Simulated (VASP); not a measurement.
# ZnS: single point with r2SCAN

The system is ZnS.

```
CELL_PARAMETERS angstrom
5.38903 0.00000 0.00000
0.00000 2.69451 -2.69451
0.00000 9.49775 9.49775
ATOMIC_POSITIONS crystal
Zn 0.00000 0.00000 0.21276
Zn 0.50000 0.50000 0.35461
Zn 0.00000 0.00000 0.49646
Zn 0.50000 0.50000 0.63831
Zn 0.00000 0.00000 0.78016
Zn 0.50000 0.50000 0.07091
S 0.75000 0.00000 0.35461
S 0.25000 0.50000 0.49646
S 0.75000 0.00000 0.63831
S 0.25000 0.50000 0.78016
S 0.75000 0.00000 0.07091
S 0.25000 0.50000 0.21276
```

This cell differs from its parent crystal: the distance across one plane changed.

- Program: VASP 6.6.1
- Task: single point
- Functional: r2SCAN
- Potentials or basis: VASP PAW PBE potentials, release 64 (Zn, S)
- Cutoff: 520 eV
- k mesh: 4 × 6 × 2
- Occupations: gaussian, width 0.05 eV
- Spin: no spin polarisation

* Pressure: -1.6 GPa
* Largest force: 1.469 eV/Å
* Band gap on the k mesh: 1.92 eV

Forces on the atoms (eV/Å):
```
Zn  -0.217 -0.052 -0.052
Zn   0.088  0.030  0.030
Zn   0.088 -0.030 -0.030
Zn  -0.217  0.052  0.052
Zn   1.126 -0.667 -0.667
Zn   1.126  0.667  0.667
S   -0.019  0.111  0.111
S   -0.019 -0.111 -0.111
S   -0.324  0.278  0.278
S   -0.653  0.676  0.676
S   -0.653 -0.676 -0.676
S   -0.324 -0.278 -0.278
```

Stress tensor (GPa, compression positive):
```
-1.68  0.00  0.00
 0.00 -1.49  0.00
 0.00  0.00 -1.49
```

Levels at points of the mesh, in eV from the valence-band top:
| k point | band 51 | band 52 | band 53 | band 54 | band 55 | band 56 | band 57 | band 58 |
| --- | --- | --- | --- | --- | --- | --- | --- | --- |
| (0.00, 0.00, 0.00) | -0.17 | -0.12 | -0.10 | 0.00 | 1.92 | 2.81 | 4.16 | 4.22 |
| (0.50, 0.00, 0.00) | -0.58 | -0.58 | -0.51 | -0.51 | 2.96 | 2.96 | 4.24 | 4.24 |
| (0.00, 0.50, 0.00) | -1.53 | -1.53 | -0.59 | -0.59 | 3.20 | 3.20 | 4.16 | 4.16 |
| (0.50, 0.50, 0.00) | -1.05 | -1.05 | -0.56 | -0.56 | 2.83 | 2.83 | 4.89 | 4.89 |
| (0.00, 0.00, 0.50) | -0.34 | -0.18 | -0.10 | -0.01 | 2.48 | 2.50 | 4.11 | 4.13 |
| (0.50, 0.00, 0.50) | -0.58 | -0.58 | -0.49 | -0.49 | 3.00 | 3.00 | 4.29 | 4.29 |
| (0.00, 0.50, 0.50) | -1.53 | -1.53 | -0.62 | -0.62 | 3.22 | 3.22 | 4.19 | 4.19 |
| (0.50, 0.50, 0.50) | -1.08 | -1.08 | -0.62 | -0.62 | 2.98 | 2.98 | 4.70 | 4.70 |

It took 22 min on 1 thread of Oxide Virtual Turin-like Processor, on a shared host, peak memory 0.53 GiB.

Caveat: the cell differs from its parent crystal (the distance across one plane changed); the PAW data sets were made with another functional, which shifts forces and pressure a little.
